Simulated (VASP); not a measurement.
MoS2 (lda):

```xyz
6
Lattice="3.1922 0.0000 0.0000 -1.5961 2.7646 0.0000 0.0000 0.0000 13.3783" Properties=species:S:1:pos:R:3 pbc="T T T"
Mo    1.5961    0.9215    3.3446
Mo    0.0000    1.8430   10.0337
S     1.5961    0.9215    8.4696
S     0.0000    1.8430    4.9087
S     1.5961    0.9215   11.5979
S     0.0000    1.8430    1.7804
```

* Program: VASP 6.6.1
* Task: relaxation of cell and atoms
* Functional: LDA
* Potentials or basis: VASP PAW LDA potentials, release 64 (Mo_sv, S)
* Cutoff: 600 eV
* k mesh: 12 × 12 × 2
* Occupations: gaussian, width 0.02 eV
* Spin: no spin polarisation

At the start: pressure -7.1 GPa; volume 19.68 Å³/atom.

Problem. Where does the relaxation end?

Solution. Over 26 steps the energy falls by 37.4 meV/atom and the volume is 17.01 Å³/atom (-13.6 %); space group P6_3/mmc (No. 194, to 0.05 Å).

The path:
```csv
step,energy change (eV),largest force (eV/Å),pressure (GPa),volume (Å³)
1,0.0000,0.5737,-7.10,118.07
2,0.3987,2.4116,17.12,103.77
3,-0.1309,0.2882,-0.53,113.03
4,-0.1310,0.3113,-0.37,112.91
5,-0.1462,0.0973,-0.20,111.80
6,-0.1462,0.0841,-0.17,111.73
7,-0.1503,0.0966,-0.09,111.29
8,-0.1622,0.1365,0.22,109.95
9,-0.1839,0.2268,0.93,107.27
10,-0.2018,0.4399,3.06,101.96
11,-0.2026,0.4329,3.03,101.91
12,-0.2046,0.4135,2.92,101.77
13,-0.2082,0.3740,2.73,101.50
14,-0.2134,0.2955,2.36,100.94
15,-0.2146,0.1387,1.71,99.83
16,-0.2156,0.1980,1.95,100.24
17,-0.2175,0.1765,1.72,100.46
18,-0.2218,0.1126,1.06,101.12
19,-0.2241,0.0151,-0.20,102.44
20,-0.2243,0.0099,0.03,102.18
21,-0.2243,0.0136,0.06,102.14
22,-0.2243,0.0122,0.06,102.13
23,-0.2243,0.0078,0.05,102.11
24,-0.2243,0.0012,0.01,102.05
25,-0.2243,0.0032,0.01,102.08
26,-0.2243,0.0014,0.01,102.07
```

Final structure:
```
CELL_PARAMETERS angstrom
3.12357 0.00000 0.00000
-1.56178 2.70509 0.00000
0.00000 0.00000 12.07956
ATOMIC_POSITIONS crystal
Mo 0.66667 0.33333 0.25000
Mo 0.33333 0.66667 0.75000
S 0.66667 0.33333 0.62132
S 0.33333 0.66667 0.37868
S 0.66667 0.33333 0.87868
S 0.33333 0.66667 0.12132
```
